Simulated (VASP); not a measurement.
# Ca (Pm-3m) in VASP: a series of runs

The runs below take Ca through single point, relaxation of cell and atoms, with PBEsol.

Program: VASP 6.6.1. These are calculated values, not measurements. Logs are shortened: lines on timing, memory, paths and dates and some standing lists are left out, and cuts for length are marked.

**1. The cell of the first run**

It takes space group Pm-3m (No. 221, cubic). Conventional cell: a = 3.324 Å, b = 3.324 Å, c = 3.324 Å, α = 90.00°, β = 90.00°, γ = 90.00°. Within 4.4 Å of Ca (site symmetry m-3m) lie 6 Ca at 3.32 Å.

This isn't the form of Ca at room conditions, which is fcc.

**2. Single point, PBEsol (36.72 Å³/atom)**

File INCAR:

```
SYSTEM = Ca
PREC = Accurate ; ENCUT = 520
EDIFF = 1E-7 ; ISMEAR = -1
SIGMA = 0.1 ; LREAL = .FALSE.
LASPH = .TRUE. ; NELM = 60
ALGO = Normal ; ISIF = 2
LWAVE = .FALSE. ; LCHARG = .FALSE.
GGA = PS ; NBANDS = 11
```

File KPOINTS:

```
regular mesh
0
G
  10 10 10
  0 0 0
```

File POSCAR:

```
Ca
1.0
    3.3238012340      0.0000000000      0.0000000000
    0.0000000000      3.3238012340      0.0000000000
    0.0000000000      0.0000000000      3.3238012340
Ca
1
Direct
    0.0000000000      0.0000000000      0.0000000000
```

Potentials or basis: VASP PAW PBE potentials, release 64 (Ca_sv).

Launch:

```sh
> cat potpaw_PBE.64/Ca_sv/POTCAR > POTCAR
> mpirun -np 1 vasp_std > vasp.out
```

OUTCAR:

```text
SYSTEM = Ca
   PREC = Accurate
   ENCUT = 520
   EDIFF = 1E-7
   ISMEAR = -1
   LREAL = .FALSE.
   LASPH = .TRUE.
   NELM = 60
   ISIF = 2
   GGA = PS

 ion  position               nearest neighbor table
   1  0.000  0.000  0.000-

  LATTYP: Found a simple cubic cell.
 ALAT       =     3.3238012340

  Lattice vectors:

 A1 = (   3.3238012340,   0.0000000000,   0.0000000000)
 A2 = (   0.0000000000,   3.3238012340,   0.0000000000)
 A3 = (   0.0000000000,   0.0000000000,   3.3238012340)

Analysis of symmetry for initial positions (statically):
=====================================================================
 Subroutine PRICEL returns:
 Original cell was already a primitive cell.

 Routine SETGRP: Setting up the symmetry group for a
 simple cubic supercell.

 Subroutine GETGRP returns: Found 48 space group operations
 (whereof 48 operations were pure point group operations)
 out of a pool of 48 trial point group operations.

The static configuration has the point symmetry O_h .

Analysis of symmetry for dynamics (positions and initial velocities):
=====================================================================
 Subroutine PRICEL returns:
 Original cell was already a primitive cell.

 Routine SETGRP: Setting up the symmetry group for a
 simple cubic supercell.

 Subroutine GETGRP returns: Found 48 space group operations
 (whereof 48 operations were pure point group operations)
 out of a pool of 48 trial point group operations.

The dynamic configuration has the point symmetry O_h .

 Subroutine INISYM returns: Found 48 space group operations
 (whereof 48 operations are pure point group operations),
 and found     1 'primitive' translations

----------------------------------------------------------------------------------------

                                     Primitive cell

  volume of cell :      36.7202

  direct lattice vectors                    reciprocal lattice vectors
     3.323801234  0.000000000  0.000000000     0.300860349  0.000000000  0.000000000
     0.000000000  3.323801234  0.000000000     0.000000000  0.300860349  0.000000000
     0.000000000  0.000000000  3.323801234     0.000000000  0.000000000  0.300860349

  length of vectors
     3.323801234  3.323801234  3.323801234     0.300860349  0.300860349  0.300860349

  position of ions in fractional coordinates (direct lattice)
     0.000000000  0.000000000  0.000000000

  ion indices of the primitive-cell ions
   primitive index   ion index
                 1           1

----------------------------------------------------------------------------------------

 KPOINTS: regular mesh

Automatic generation of k-mesh.
 Grid dimensions read from file:
 generate k-points for:   10   10   10

 Generating k-lattice:

  Cartesian coordinates                     Fractional coordinates (reciprocal lattice)
     0.030086035  0.000000000  0.000000000     0.100000000  0.000000000  0.000000000
     0.000000000  0.030086035  0.000000000     0.000000000  0.100000000  0.000000000
     0.000000000  0.000000000  0.030086035     0.000000000  0.000000000  0.100000000

  Length of vectors
     0.030086035  0.030086035  0.030086035

  Shift w.r.t. Gamma in fractional coordinates (k-lattice)
     0.000000000  0.000000000  0.000000000

 Subroutine IBZKPT returns following result:
 ===========================================

 Found     56 irreducible k-points:

 Following reciprocal coordinates:
            Coordinates               Weight
  0.000000  0.000000  0.000000      1.000000
  0.100000  0.000000  0.000000      6.000000
  0.200000  0.000000  0.000000      6.000000
  0.300000  0.000000  0.000000      6.000000
  0.400000  0.000000  0.000000      6.000000
  0.500000  0.000000  0.000000      3.000000
[... 16 lines left out ...]
  0.200000  0.100000  0.100000     24.000000
  0.300000  0.100000  0.100000     24.000000
 [... further k-points ...]
   k-points           NKPTS =     56   k-points in BZ     NKDIM =     56   number of bands    NBANDS=     11
   number of dos      NEDOS =    301   number of ions     NIONS =      1
   total plane-waves  NPLWV =  21952
   dimension x,y,z NGX =    28 NGY =   28 NGZ =   28
   dimension x,y,z NGXF=    56 NGYF=   56 NGZF=   56
   ions per type =               1
   NGX,Y,Z   is equivalent  to a cutoff of  14.00, 14.00, 14.00 a.u.
   NGXF,Y,Z  is equivalent  to a cutoff of  28.01, 28.01, 28.01 a.u.
 SYSTEM =  Ca
   PREC   = accura    normal or accurate (medium, high low for compatibility)
   ISTART =      0    job   : 0-new  1-cont  2-samecut
   ICHARG =      2    charge: 1-file 2-atom 10-const
   ISPIN  =      1    spin polarized calculation?
   LNONCOLLINEAR =      F non collinear calculations
   LSORBIT =      F    spin-orbit coupling
   LASPH  =      T    aspherical Exc in radial PAW
   ENCUT  =  520.0 eV  38.22 Ry    6.18 a.u.   6.18  6.18  6.18*2*pi/ulx,y,z
   NELM   =     60;   NELMIN=  2; NELMDL= -5     # of ELM steps
   EDIFF  = 0.1E-06   stopping-criterion for ELM
   LREAL  =      F    real-space projection
   EDIFFG = 0.1E-05   stopping-criterion for IOM
   NSW    =      0    number of steps for IOM
   IBRION =     -1    ionic relax: 0-MD 1-quasi-New 2-CG
   NFREE  =      0    steps in history (QN), initial steepest desc. (CG)
   ISIF   =      2    stress and relaxation
   ISYM   =      2    0-nonsym 1-usesym 2-fastsym
   POTIM  = 0.5000    time-step for ionic-motion
   TEBEG  =    0.0;   TEEND  =   0.0 temperature during run
   PSTRESS=    0.0 pullay stress
   NELECT =      10.0000    total number of electrons
   NUPDOWN=      -1.0000    fix difference up-down
   EMIN   =  10.00;   EMAX   =-10.00  energy-range for DOS
   EFERMI =   0.00;   METHOD = LEGACY
   ISMEAR =    -1;   SIGMA  =   0.10  broadening in eV -4-tet -1-fermi 0-gaus
   EFERMI_NEDOS =   21; number of points for ismear=-14 and -15
   IALGO  =     38    algorithm
   IMIX   =      4    mixing-type and parameters
     AMIX     =   0.40;   BMIX     =  1.00
     AMIX_MAG =   1.60;   BMIX_MAG =  1.00
  volume/ion in A,a.u.               =      36.72       247.80
  Fermi-wavevector in a.u.,A,eV,Ry     =   1.061141  2.005266 15.320437  1.126020
  Thomas-Fermi vector in A             =   2.196547
   LORBIT       =      0    0 simple, 1 ext, 2 COOP (PROOUT), +10 PAW based schemes
   GGA     = PS    functional components
   LHFCALC =     F    Hartree Fock is set to
   AEXX    =    0.0000 exact exchange contribution
   IVDW    =     0    specifies the selected vdW correction
   LEPSILON=     F    determine dielectric tensor
   LRPA    =     F    only Hartree local field effects (RPA)
 non-spin polarized calculation
  energy-cutoff  :      520.00
  volume of cell :       36.72
 maximum number of plane-waves:      1021
 NGX is ok and might be reduce to    28
   NGX = 13   NGY = 13   NGZ = 13

 number of electron      10.0000000 magnetization

 number of electron       9.9999997 magnetization

 Free energy of the ion-electron system (eV)
  ---------------------------------------------------
  ext. energy  EPLUGINS =         0.00000000
  ---------------------------------------------------
  free energy    TOTEN  =        -1.73517107 eV

  energy without entropy =       -1.71324202  energy(sigma->0) =       -1.72420655

 E-fermi :   2.3446     XC(G=0):  -8.2440

 val. band max:        2.3053420372   @ k =   0.4000   0.4000   0.3000
 cond. band min:       2.4011567996   @ k =   0.5000   0.4000   0.3000
 fundamental gap:      0.0958147624
 Fermi energy:         2.3446410415

 k-point     1 :       0.0000    0.0000    0.0000
  band No.  band energies     occupation
      1     -39.3842      2.00000
      2     -20.2929      2.00000
      3     -20.2929      2.00000
      4     -20.2929      2.00000
      5      -1.7255      2.00000
      6       3.1266      0.00080
      7       3.1266      0.00080
      8       7.0239      0.00000
      9       7.0239      0.00000
     10       7.0239      0.00000
     11      12.0856      0.00000

 k-point     2 :       0.1000    0.0000    0.0000
  band No.  band energies     occupation
      1     -39.3807      2.00000
      2     -20.3285      2.00000
      3     -20.2898      2.00000
      4     -20.2898      2.00000
      5      -1.5632      2.00000
      6       3.1771      0.00048
      7       3.1946      0.00041
      8       6.8308      0.00000
      9       6.8308      0.00000
     10       7.0369      0.00000
     11      11.1399      0.00000

 k-point     3 :       0.2000    0.0000    0.0000
  band No.  band energies     occupation
      1     -39.3715      2.00000
      2     -20.4209      2.00000
      3     -20.2818      2.00000
      4     -20.2818      2.00000
      5      -1.0959      2.00000
      6       3.3069      0.00013
      7       3.3144      0.00012
      8       6.3956      0.00000
      9       6.3956      0.00000
     10       7.0709      0.00000
     11       9.7080      0.00000

 k-point     4 :       0.3000    0.0000    0.0000
  band No.  band energies     occupation
      1     -39.3602      2.00000
      2     -20.5329      2.00000
      3     -20.2720      2.00000
      4     -20.2720      2.00000
      5      -0.3758      2.00000
      6       3.1886      0.00043
      7       3.4961      0.00002
      8       5.9492      0.00000
      9       5.9492      0.00000
     10       7.1136      0.00000
     11       8.7585      0.00000
[... 239 lines left out ...]
 k-point    22 :       0.1000    0.1000    0.1000
  band No.  band energies     occupation
      1     -39.3737      2.00000
      2     -20.3261      2.00000
      3     -20.3201      2.00000
      4     -20.3201      2.00000
      5      -1.2441      2.00000
      6       3.3147      0.00012
      7       3.3147      0.00012
      8       6.5291      0.00000
      9       6.6883      0.00000
     10       6.6883      0.00000
     11      11.5475      0.00000

 k-point    23 :       0.2000    0.1000    0.1000
  band No.  band energies     occupation
      1     -39.3647      2.00000
      2     -20.4137      2.00000
      3     -20.3154      2.00000
      4     -20.3118      2.00000
      5      -0.7885      2.00000
      6       3.4549      0.00003
      7       3.4591      0.00003
      8       6.1174      0.00000
      9       6.2056      0.00000
     10       6.7135      0.00000
     11      10.2081      0.00000

 k-point    24 :       0.3000    0.1000    0.1000
  band No.  band energies     occupation
      1     -39.3534      2.00000
      2     -20.5245      2.00000
      3     -20.3050      2.00000
      4     -20.3015      2.00000
      5      -0.0882      2.00000
      6       3.3384      0.00010
      7       3.6490      0.00000
      8       5.7017      0.00000
      9       5.8213      0.00000
     10       6.7743      0.00000
     11       9.1191      0.00000

 [... further k-points ...]

------------------------ aborting loop because EDIFF is reached ----------------------------------------

  FORCE on cell =-STRESS in cart. coord.  units (eV):
  Direction    XX          YY          ZZ          XY          YZ          ZX
  --------------------------------------------------------------------------------------
  -------------------------------------------------------------------------------------
  Total        0.3892410      0.3892410      0.3892410      0.0000000      0.0000000      0.0000000
  in kB       16.9833783     16.9833783     16.9833783      0.0000000      0.0000000      0.0000000
  external PRESSURE =      16.9833783 kB  Pullay stress =       0.0000000 kB

 VOLUME and BASIS-vectors are now :
 -----------------------------------------------------------------------------
  energy-cutoff  :      520.00
  volume of cell :       36.72
      direct lattice vectors                 reciprocal lattice vectors
     3.323801234  0.000000000  0.000000000     0.300860349  0.000000000  0.000000000
     0.000000000  3.323801234  0.000000000     0.000000000  0.300860349  0.000000000
     0.000000000  0.000000000  3.323801234     0.000000000  0.000000000  0.300860349

 POSITION                                       TOTAL-FORCE (eV/Angst)
 -----------------------------------------------------------------------------------
      0.00000      0.00000      0.00000         0.000000      0.000000      0.000000
 -----------------------------------------------------------------------------------
    total drift:                               -0.000000     -0.000000     -0.000000

  FREE ENERGIE OF THE ION-ELECTRON SYSTEM (eV)
  ---------------------------------------------------
  free  energy   TOTEN  =        -1.7351710750 eV

  energy  without entropy=       -1.7132420155  energy(sigma->0) =       -1.72420655
```

Run time: 30 s. Hardware: 1 thread of Intel Xeon 8259CL, shared host; peak memory 0.16 GiB.

Results:

```
Free energy            : -1.7352 eV
Pressure               : 1.7 GPa
Band gap on the k mesh : zero (bands 5 and 6 overlap by 1.03 eV)
```

Levels at points of the mesh, in eV from the Fermi level:
```csv
k point,band 2,band 3,band 4,band 5,band 6,band 7,band 8,band 9
"(0.00, 0.00, 0.00)",-22.64,-22.64,-22.64,-4.07,0.78,0.78,4.68,4.68
"(0.50, 0.00, 0.00)",-23.00,-22.61,-22.61,-1.12,-0.38,1.37,3.18,3.18
"(0.50, 0.50, 0.00)",-22.95,-22.95,-22.58,-0.63,1.09,2.91,2.91,3.54
"(0.50, 0.50, 0.50)",-22.90,-22.90,-22.90,0.59,0.59,0.59,5.60,5.60
```

Caveat: the PAW data sets were made with another functional, which shifts forces and pressure a little.

(Part 1 of 2 ends here.)
